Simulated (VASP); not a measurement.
# Si4S (C2/m) in VASP: single point with PBE

Aim: the single point of Si4S with PBE.

Program: VASP 6.6.1. These are calculated values, not measurements. Logs are shortened: lines on timing, memory, paths and dates and some standing lists are left out, and cuts for length are marked.

## (1) The cell of the first run

It takes space group C2/m (No. 12, monoclinic). Conventional cell: a = 5.603 Å, b = 6.497 Å, c = 5.138 Å, α = 90.00°, β = 118.33°, γ = 90.00°. Within 3.1 Å of Si (site symmetry m) lie 5 Si at 2.36 to 2.54 Å and 1 S at 2.48 Å. Within 3.3 Å of Si (site symmetry 2) lie 7 Si at 2.47 to 2.85 Å and 4 S at 3.08 to 3.19 Å. S (site symmetry 2/m) has 10 Si at 2.48 to 3.19 Å within 3.3 Å.

## (2) Single point, PBE

INCAR reads:

```
PREC = Accurate
ENCUT = 500
EDIFF = 1E-6
ISMEAR = 0
SIGMA = 0.2
LREAL = F
LASPH = T
NELM = 120
ALGO = Normal
ISIF = 2
LWAVE = F
LCHARG = F
GGA = PE
NBANDS = 19
GGA_COMPAT = F
```

KPOINTS reads:

```
regular mesh
0
Gamma
  4 4 3
```

POSCAR reads:

```
Si4S
1.0
    2.7992099848     -3.2483846212     -0.1190659668
    2.7992099848      3.2483846212     -0.1190659668
   -2.9701218401      0.0000000000      4.6524622986
Si S
4 1
Direct
    0.4677349792      0.4677349792      0.7690459786
    0.5322650208      0.5322650208      0.2309540214
    0.7898740436      0.2101259564      0.5000000000
    0.2101259564      0.7898740436      0.5000000000
    0.0000000000      0.0000000000      0.0000000000
```

Potentials or basis: VASP PAW PBE potentials, release 64 (Si, S).

Command:

```bash
$ cat potpaw_PBE.64/Si/POTCAR potpaw_PBE.64/S/POTCAR > POTCAR
$ mpirun -np 1 vasp_std > vasp.out
```

OUTCAR:

```text
PREC = Accurate
   ENCUT = 500
   EDIFF = 1E-6
   ISMEAR = 0
   LREAL = F
   LASPH = T
   NELM = 120
   ISIF = 2
   GGA = PE

 ion  position               nearest neighbor table
   1  0.468  0.468  0.769-   2 2.36   3 2.47   4 2.47   5 2.48   4 2.54   3 2.54
   2  0.532  0.532  0.231-   1 2.36   3 2.47   4 2.47   5 2.48   4 2.54   3 2.54
   3  0.790  0.210  0.500-   1 2.47   2 2.47   1 2.54   2 2.54   4 2.73   4 2.85   4 2.85
   4  0.210  0.790  0.500-   1 2.47   2 2.47   1 2.54   2 2.54   3 2.73   3 2.85   3 2.85
   5  0.000  0.000  0.000-   2 2.48   1 2.48

  Warning from LATTYP: Got some problem with cell dimensions!
  Tried to take original basis but could not verify dimensions!
  LATTYP: Found a base centered monoclinic cell.
 ALAT       =     5.6034822186
 B/A-ratio  =     1.1594164109
 C/A-ratio  =     0.9168468072
 COS(beta)  =    -0.4746103746

  Lattice vectors:

 A1 = (  -2.7992099848,   3.2483846212,   0.1190659668)
 A2 = (  -2.7992099848,  -3.2483846212,   0.1190659668)
 A3 = (   2.6282981295,   0.0000000000,   4.4143303650)

Analysis of symmetry for initial positions (statically):
=====================================================================
 Subroutine PRICEL returns:
 Original cell was already a primitive cell.

 Routine SETGRP: Setting up the symmetry group for a
 base centered monoclinic supercell.

 Subroutine GETGRP returns: Found  4 space group operations
 (whereof  4 operations were pure point group operations)
 out of a pool of  4 trial point group operations.

The static configuration has the point symmetry C_2h.

Analysis of symmetry for dynamics (positions and initial velocities):
=====================================================================
 Subroutine PRICEL returns:
 Original cell was already a primitive cell.

 Routine SETGRP: Setting up the symmetry group for a
 base centered monoclinic supercell.

 Subroutine GETGRP returns: Found  4 space group operations
 (whereof  4 operations were pure point group operations)
 out of a pool of  4 trial point group operations.

The dynamic configuration has the point symmetry C_2h.

 Subroutine INISYM returns: Found  4 space group operations
 (whereof  4 operations are pure point group operations),
 and found     1 'primitive' translations

----------------------------------------------------------------------------------------

                                     Primitive cell

  volume of cell :      82.3113

  direct lattice vectors                    reciprocal lattice vectors
     2.799209985 -3.248384621 -0.119065967     0.183607620 -0.153922660  0.117214706
     2.799209985  3.248384621 -0.119065967     0.183607620  0.153922660  0.117214706
    -2.970121840  0.000000000  4.652462299     0.009397784  0.000000000  0.220939472

  length of vectors
     4.289726785  4.289726785  5.519694664     0.266726884  0.266726884  0.221139252

  position of ions in fractional coordinates (direct lattice)
     0.467734979  0.467734979  0.769045979
     0.532265021  0.532265021  0.230954021
     0.789874044  0.210125956  0.500000000
     0.210125956  0.789874044  0.500000000
     0.000000000  0.000000000  0.000000000

  ion indices of the primitive-cell ions
   primitive index   ion index
                 1           1
                 2           2
                 3           3
                 4           4
                 5           5

----------------------------------------------------------------------------------------

 KPOINTS: regular mesh

Automatic generation of k-mesh.
 Grid dimensions read from file:
 generate k-points for:    4    4    3

 Generating k-lattice:

  Cartesian coordinates                     Fractional coordinates (reciprocal lattice)
     0.045901905 -0.038480665  0.029303677     0.250000000  0.000000000 -0.000000000
     0.045901905  0.038480665  0.029303677     0.000000000  0.250000000 -0.000000000
     0.003132595  0.000000000  0.073646491     0.000000000  0.000000000  0.333333333

  Length of vectors
     0.066681721  0.066681721  0.073713084

  Shift w.r.t. Gamma in fractional coordinates (k-lattice)
     0.000000000  0.000000000  0.000000000

 Subroutine IBZKPT returns following result:
 ===========================================

 Found     17 irreducible k-points:

 Following reciprocal coordinates:
            Coordinates               Weight
  0.000000  0.000000  0.000000      1.000000
  0.250000  0.000000  0.000000      4.000000
  0.500000  0.000000  0.000000      2.000000
  0.250000  0.250000  0.000000      2.000000
  0.500000  0.250000  0.000000      4.000000
 -0.250000  0.250000  0.000000      2.000000
[... 9 lines left out ...]
 -0.250000  0.500000  0.333333      4.000000
 -0.250000 -0.250000  0.333333      2.000000
   k-points           NKPTS =     17   k-points in BZ     NKDIM =     17   number of bands    NBANDS=     19
   number of dos      NEDOS =    301   number of ions     NIONS =      5
   total plane-waves  NPLWV =  40960
   dimension x,y,z NGX =    32 NGY =   32 NGZ =   40
   dimension x,y,z NGXF=    64 NGYF=   64 NGZF=   80
   ions per type =               4   1
   NGX,Y,Z   is equivalent  to a cutoff of  12.40, 12.40, 12.05 a.u.
   NGXF,Y,Z  is equivalent  to a cutoff of  24.80, 24.80, 24.09 a.u.
 SYSTEM =  unknown system
   PREC   = accura    normal or accurate (medium, high low for compatibility)
   ISTART =      0    job   : 0-new  1-cont  2-samecut
   ICHARG =      2    charge: 1-file 2-atom 10-const
   ISPIN  =      1    spin polarized calculation?
   LNONCOLLINEAR =      F non collinear calculations
   LSORBIT =      F    spin-orbit coupling
   LASPH  =      T    aspherical Exc in radial PAW
   ENCUT  =  500.0 eV  36.75 Ry    6.06 a.u.   7.82  7.82 10.06*2*pi/ulx,y,z
   NELM   =    120;   NELMIN=  2; NELMDL= -5     # of ELM steps
   EDIFF  = 0.1E-05   stopping-criterion for ELM
   LREAL  =      F    real-space projection
   EDIFFG = 0.1E-04   stopping-criterion for IOM
   NSW    =      0    number of steps for IOM
   IBRION =     -1    ionic relax: 0-MD 1-quasi-New 2-CG
   NFREE  =      0    steps in history (QN), initial steepest desc. (CG)
   ISIF   =      2    stress and relaxation
   ISYM   =      2    0-nonsym 1-usesym 2-fastsym
   POTIM  = 0.5000    time-step for ionic-motion
   TEBEG  =    0.0;   TEEND  =   0.0 temperature during run
   PSTRESS=    0.0 pullay stress
   NELECT =      22.0000    total number of electrons
   NUPDOWN=      -1.0000    fix difference up-down
   EMIN   =  10.00;   EMAX   =-10.00  energy-range for DOS
   EFERMI =   0.00;   METHOD = LEGACY
   ISMEAR =     0;   SIGMA  =   0.20  broadening in eV -4-tet -1-fermi 0-gaus
   EFERMI_NEDOS =   21; number of points for ismear=-14 and -15
   IALGO  =     38    algorithm
   IMIX   =      4    mixing-type and parameters
     AMIX     =   0.40;   BMIX     =  1.00
     AMIX_MAG =   1.60;   BMIX_MAG =  1.00
  volume/ion in A,a.u.               =      16.46       111.09
  Fermi-wavevector in a.u.,A,eV,Ry     =   1.054539  1.992789 15.130384  1.112052
  Thomas-Fermi vector in A             =   2.189703
   LORBIT       =      0    0 simple, 1 ext, 2 COOP (PROOUT), +10 PAW based schemes
   GGA     = PE    functional components
   LHFCALC =     F    Hartree Fock is set to
   AEXX    =    0.0000 exact exchange contribution
   IVDW    =     0    specifies the selected vdW correction
   LEPSILON=     F    determine dielectric tensor
   LRPA    =     F    only Hartree local field effects (RPA)
 non-spin polarized calculation
 Gauss-broadening in eV      SIGMA  =   0.20
  energy-cutoff  :      500.00
  volume of cell :       82.31
 maximum number of plane-waves:      2101
   NGX = 15   NGY = 15   NGZ = 21

 number of electron      21.9999998 magnetization

 Free energy of the ion-electron system (eV)
  ---------------------------------------------------
  ext. energy  EPLUGINS =         0.00000000
  ---------------------------------------------------
  free energy    TOTEN  =       -24.18438933 eV

  energy without entropy =      -24.14709001  energy(sigma->0) =      -24.16573967

 E-fermi :   8.0847     XC(G=0): -10.5664

 val. band max:        8.0656322286   @ k =   0.5000   0.2500   0.3333
 cond. band min:       8.1000885201   @ k =   0.2500   0.2500   0.0000
 fundamental gap:      0.0344562915
 Fermi energy:         8.0847374862

 k-point     1 :       0.0000    0.0000    0.0000
  band No.  band energies     occupation
      1      -6.4462      2.00000
      2      -2.3767      2.00000
      3       0.8708      2.00000
      4       2.4326      2.00000
      5       3.1975      2.00000
      6       3.2264      2.00000
[... 11 lines left out ...]
     18      14.3156      0.00000
     19      15.4905      0.00000

 k-point     2 :       0.2500    0.0000    0.0000
  band No.  band energies     occupation
      1      -5.9589      2.00000
      2      -2.8150      2.00000
      3      -0.2016      2.00000
      4       1.2714      2.00000
      5       2.0759      2.00000
      6       3.2869      2.00000
[... 11 lines left out ...]
     18      13.7468      0.00000
     19      14.2298      0.00000

 k-point     3 :       0.5000    0.0000    0.0000
  band No.  band energies     occupation
      1      -5.1713      2.00000
      2      -3.2576      2.00000
      3      -1.9027      2.00000
      4       0.7259      2.00000
      5       3.0131      2.00000
      6       3.6541      2.00000
[... 11 lines left out ...]
     18      14.2914      0.00000
     19      14.3166      0.00000

 k-point     4 :       0.2500    0.2500    0.0000
  band No.  band energies     occupation
      1      -5.2803      2.00000
      2      -3.2068      2.00000
      3      -0.9858      2.00000
      4      -0.1228      2.00000
      5       2.0244      2.00000
      6       3.8305      2.00000
[... 253 lines left out ...]
     18      14.2449      0.00000
     19      14.5301      0.00000

 k-point    16 :      -0.2500    0.5000    0.3333
  band No.  band energies     occupation
      1      -5.0244      2.00000
      2      -2.6184      2.00000
      3      -2.0105      2.00000
      4       0.9684      2.00000
      5       1.1837      2.00000
      6       2.5558      2.00000
[... 11 lines left out ...]
     18      13.7296      0.00000
     19      14.3561      0.00000

 k-point    17 :      -0.2500   -0.2500    0.3333
  band No.  band energies     occupation
      1      -5.6219      2.00000
      2      -2.8342      2.00000
      3       0.0739      2.00000
      4       0.2087      2.00000
      5       1.2995      2.00000
      6       3.2038      2.00000
[... 11 lines left out ...]
     18      13.9491      0.00000
     19      14.0247      0.00000

------------------------ aborting loop because EDIFF is reached ----------------------------------------

  FORCE on cell =-STRESS in cart. coord.  units (eV):
  Direction    XX          YY          ZZ          XY          YZ          ZX
  --------------------------------------------------------------------------------------
  -------------------------------------------------------------------------------------
  Total        0.1103230     -0.3090419      0.1498601      0.0000000      0.0000000      0.0198735
  in kB        2.1474193     -6.0154521      2.9170033      0.0000000      0.0000000      0.3868344
  external PRESSURE =      -0.3170099 kB  Pullay stress =       0.0000000 kB

 VOLUME and BASIS-vectors are now :
 -----------------------------------------------------------------------------
  energy-cutoff  :      500.00
  volume of cell :       82.31
      direct lattice vectors                 reciprocal lattice vectors
     2.799209985 -3.248384621 -0.119065967     0.183607620 -0.153922660  0.117214706
     2.799209985  3.248384621 -0.119065967     0.183607620  0.153922660  0.117214706
    -2.970121840  0.000000000  4.652462299     0.009397784  0.000000000  0.220939472

 POSITION                                       TOTAL-FORCE (eV/Angst)
 -----------------------------------------------------------------------------------
      0.33442      0.00000      3.46657         0.033298      0.000000     -0.025370
      2.29388      0.00000      0.94776        -0.033298      0.000000      0.025370
      1.31415     -1.88324      2.20717         0.000000     -0.037629     -0.000000
      1.31415      1.88324      2.20717         0.000000      0.037629      0.000000
      0.00000      0.00000      0.00000         0.000000      0.000000     -0.000000
 -----------------------------------------------------------------------------------
    total drift:                               -0.000000      0.000000      0.000000

  FREE ENERGIE OF THE ION-ELECTRON SYSTEM (eV)
  ---------------------------------------------------
  free  energy   TOTEN  =       -24.1843893349 eV

  energy  without entropy=      -24.1470900123  energy(sigma->0) =      -24.16573967
```

It took 19 s on 1 thread of Intel Xeon Platinum 8488C (Sapphire Rapids), shared host; peak memory 0.18 GiB.

Results:

| Property | Result |
| --- | --- |
| Free energy | -24.1844 eV |
| Pressure | 0.0 GPa |
| Largest force | 0.042 eV/Å |
| Band gap on the k mesh | zero (band 11 reaches 9.49 eV, above the bottom of band 12 at 7.33 eV) |

Forces on the atoms (eV/Å):
```
Si   0.033  0.000 -0.025
Si  -0.033  0.000  0.025
Si   0.000 -0.038  0.000
Si   0.000  0.038  0.000
S    0.000  0.000  0.000
```

Levels at points of the mesh, in eV from the Fermi level:
| k point | band 8 | band 9 | band 10 | band 11 | band 12 | band 13 | band 14 | band 15 |
| --- | --- | --- | --- | --- | --- | --- | --- | --- |
| (0.00, 0.00, 0.00) | -4.47 | -4.06 | -2.79 | -1.51 | -0.75 | 1.40 | 2.28 | 3.51 |
| (0.50, 0.00, 0.00) | -3.30 | -2.37 | -1.90 | -0.51 | 0.30 | 1.21 | 1.71 | 2.43 |
| (0.50, 0.50, 0.00) | -3.70 | -2.69 | -2.47 | 1.41 | 3.26 | 3.42 | 3.76 | 4.63 |

Caveat: the k points lie up to 0.46 Å⁻¹ apart.
